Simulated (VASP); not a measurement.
# TiO2 (TiO2 (I4_1/amd)) (C2/c) in VASP: settings compared, part 2 of 2

VASP 6.6.1. Earlier steps stand in the parts before.

## (3) Single point, PBE

Contents of INCAR:

```
  PREC = Accurate
  ENCUT = 600
  EDIFF = 1E-6
  ISMEAR = -1
  SIGMA = 0.01
  LREAL = False
  LASPH = True
  NELM = 120
  ALGO = Normal
  ISIF = 2
  LWAVE = False
  LCHARG = True
  GGA = PE
  LELF = True
  LVHAR = True
  NBANDS = 33
  GGA_COMPAT = False
```

Contents of KPOINTS:

```
regular mesh
0
Gamma
  2 2 1
```

Contents of POSCAR:

```
TiO2
1.0
    0.0000000000     -3.7985033750      0.0000000000
    3.7985033750      0.0000000000      0.0000000000
   -1.8992516900      1.8992516900      4.8515712600
Ti O
2 4
Direct
    0.7575693045      0.2424306955      0.5000000000
    0.9924306955      0.0075693045      0.0000000000
    0.9490688619      0.4564928675      0.9125258454
    0.2064928675      0.1990688619      0.4125258454
    0.5435071325      0.0509311381      0.0874741546
    0.8009311381      0.7935071325      0.5874741546
```

Potentials or basis: VASP PAW PBE potentials, release 64 (Ti_sv, O).

Launch:

```bash
$ cat potpaw_PBE.64/Ti_sv/POTCAR potpaw_PBE.64/O/POTCAR > POTCAR
$ mpirun -np 1 vasp_std > vasp.out
```

OUTCAR:

```text
PREC = Accurate
   ENCUT = 600
   EDIFF = 1E-6
   ISMEAR = -1
   LREAL = False
   LASPH = True
   NELM = 120
   ISIF = 2
   GGA = PE

 ion  position               nearest neighbor table
   1  0.758  0.242  0.500-   4 1.92   6 1.92   6 1.97   4 1.97   3 2.00   5 2.00
   2  0.992  0.008  0.000-   3 1.92   5 1.92   5 1.97   3 1.97   6 2.00   4 2.00
   3  0.949  0.456  0.913-   2 1.92   2 1.97   1 2.00
   4  0.206  0.199  0.413-   1 1.92   1 1.97   2 2.00
   5  0.544  0.051  0.087-   2 1.92   2 1.97   1 2.00
   6  0.801  0.794  0.587-   1 1.92   1 1.97   2 2.00

  LATTYP: Found a body centered tetragonal cell.
[... 312 lines left out ...]
  -------------------------------------------------------------------------------------
  Total       -1.8380502     -1.8380502      3.0939129     -0.0622486      0.1517557     -0.1517556
  in kB      -42.0688366    -42.0688366     70.8127103     -1.4247298      3.4733476     -3.4733449
  external PRESSURE =      -4.4416543 kB  Pullay stress =       0.0000000 kB

 VOLUME and BASIS-vectors are now :
 -----------------------------------------------------------------------------
  energy-cutoff  :      600.00
  volume of cell :       70.00
      direct lattice vectors                 reciprocal lattice vectors
     0.000000000 -3.798503375  0.000000000     0.000000000 -0.263261580  0.103059395
     3.798503375  0.000000000  0.000000000     0.263261580  0.000000000  0.103059395
    -1.899251690  1.899251690  4.851571260     0.000000000  0.000000000  0.206118790

 POSITION                                       TOTAL-FORCE (eV/Angst)
 -----------------------------------------------------------------------------------
     -0.02875     -1.92800      2.42579         0.163260      0.163260     -0.000000
      0.02875     -3.76975      0.00000        -0.163260     -0.163260     -0.000000
      0.00087     -1.87193      4.42718         0.019510     -0.174302     -0.148751
     -0.02733     -0.00087      2.00140         0.174302     -0.019510     -0.148751
      0.02733     -1.89838      0.42439        -0.174302      0.019510      0.148751
      1.89838     -1.92658      2.85017        -0.019510      0.174302      0.148751
 -----------------------------------------------------------------------------------
    total drift:                               -0.000000     -0.000000     -0.000000

  FREE ENERGIE OF THE ION-ELECTRON SYSTEM (eV)
  ---------------------------------------------------
  free  energy   TOTEN  =       -53.9704521584 eV

  energy  without entropy=      -53.9704521584  energy(sigma->0) =      -53.97045216
```

OSZICAR:

```text
N       E                     dE             d eps       ncg     rms          rms(c)
DAV:   1     0.691153564551E+03    0.69115E+03   -0.26154E+04   198   0.184E+03
DAV:   2     0.420808447545E+02   -0.64907E+03   -0.60785E+03   216   0.535E+02
DAV:   3    -0.662825688732E+02   -0.10836E+03   -0.10620E+03   271   0.197E+02
DAV:   4    -0.711216685217E+02   -0.48391E+01   -0.48290E+01   300   0.415E+01
DAV:   5    -0.713050034648E+02   -0.18333E+00   -0.18329E+00   268   0.663E+00    0.315E+01
DAV:   6    -0.544715435192E+02    0.16833E+02   -0.77666E+01   289   0.861E+01    0.117E+01
DAV:   7    -0.542113085341E+02    0.26023E+00   -0.13774E+01   258   0.327E+01    0.920E+00
DAV:   8    -0.540369871165E+02    0.17432E+00   -0.60408E-01   290   0.663E+00    0.618E+00
DAV:   9    -0.540701271714E+02   -0.33140E-01   -0.92678E-01   267   0.108E+01    0.293E+00
DAV:  10    -0.539782487820E+02    0.91878E-01   -0.40798E-01   274   0.656E+00    0.905E-01
DAV:  11    -0.539708564895E+02    0.73923E-02   -0.44928E-02   267   0.142E+00    0.315E-01
DAV:  12    -0.539704533378E+02    0.40315E-03   -0.19571E-03   244   0.320E-01    0.666E-02
DAV:  13    -0.539704616553E+02   -0.83175E-05   -0.45730E-04   260   0.127E-01    0.298E-02
DAV:  14    -0.539704518887E+02    0.97666E-05   -0.10167E-04   260   0.697E-02    0.125E-02
DAV:  15    -0.539704512836E+02    0.60508E-06   -0.20887E-05   284   0.331E-02    0.605E-03
DAV:  16    -0.539704521584E+02   -0.87481E-06   -0.59418E-06   220   0.207E-02
   1 F= -.53970452E+02 E0= -.53970452E+02  d E =0.000000E+00
```

stdout:

```text
POSCAR found type information on POSCAR TiO
 POSCAR found :  2 types and       6 ions
 scaLAPACK will be used
 LDA part: xc-table for (Slater+PW92), standard interpolation
 -----------------------------------------------------------------------------
|                                                                             |
|           W    W    AA    RRRRR   N    N  II  N    N   GGGG   !!!           |
|           W    W   A  A   R    R  NN   N  II  NN   N  G    G  !!!           |
|           W    W  A    A  R    R  N N  N  II  N N  N  G       !!!           |
|           W WW W  AAAAAA  RRRRR   N  N N  II  N  N N  G  GGG   !            |
|           WW  WW  A    A  R   R   N   NN  II  N   NN  G    G                |
|           W    W  A    A  R    R  N    N  II  N    N   GGGG   !!!           |
|                                                                             |
|     Your reciprocal lattice and k-lattice belong to different lattice       |
|     classes:                                                                |
|                                                                             |
|        The reciprocal lattice is body-centered tetragonal,                  |
|        whereas your k-lattice is base-centered monoclinic.                  |
|                                                                             |
|     Results are often still useful ...                                      |
|                                                                             |
 -----------------------------------------------------------------------------

 POSCAR, INCAR and KPOINTS ok, starting setup
 FFT: planning ... GRIDC
 FFT: planning ... GRID_SOFT
 FFT: planning ... GRID
 WAVECAR not read
 entering main loop
```

Wall time 13 s (1 thread of AMD EPYC 7R13 (Zen 3), shared host); peak memory 0.16 GiB.

What came out:

```yaml
Free_energy: -53.9705 eV
Pressure: -0.4 GPa
Largest_force: 0.231 eV/Å
Band_gap_on_the_k_mesh: 2.17 eV, indirect (least direct gap 2.55 eV)
```

Forces on the atoms (eV/Å):
```
Ti   0.163  0.163  0.000
Ti  -0.163 -0.163  0.000
O    0.020 -0.174 -0.149
O    0.174 -0.020 -0.149
O   -0.174  0.020  0.149
O   -0.020  0.174  0.149
```

Stress tensor (GPa, compression positive):
```
-4.21 -0.14 -0.35
-0.14 -4.21  0.35
-0.35  0.35  7.08
```

Caveat: the k points lie up to 1.30 Å⁻¹ apart.
